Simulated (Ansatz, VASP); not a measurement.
# Ga2As2C: VASP beside Ansatz

```
CELL_PARAMETERS angstrom
4.06296 0.00000 0.00000
0.00000 4.06296 0.00000
0.00000 0.00000 21.39050
ATOMIC_POSITIONS crystal
As 0.00000 0.50000 0.18700
As 0.50000 0.00000 0.32648
Ga 0.50000 0.50000 0.25415
Ga 0.00000 0.00000 0.39225
C 0.33333 0.00000 0.46846
```

Alike in both runs: task single point; functional PBE; k mesh 7 × 7 × 1; occupations gaussian, width 0.05 eV; collinear spin.

|  | VASP | Ansatz |
| --- | --- | --- |
| version | VASP 6.6.1 | Ansatz 0.2.0 |
| potentials or method | VASP PAW PBE potentials, release 64 (As, Ga_d, C), cutoff 520 eV | scalar-relativistic, plane waves, PAW |
| valence electrons in the cell | 40 | 60 |

```tsv
	VASP	Ansatz	Ansatz less VASP
gap on the k mesh at the Fermi level (eV)	none	none	-
rms of the force components (eV/Å)	0.648	0.650	+0.0017
net moment per atom (μB)	0.23	0.23	0.000
size of the moment on the site where the two differ most (μB)	0.55	0.71	+0.159
```

Site moments also hang on the region over which each program counts them. A gap of «none» marks a metal or a gap that the smearing closes. VASP's potentials hold 40 valence electrons a cell and Ansatz's 60, so a difference there can come from the potentials and not from the codes.
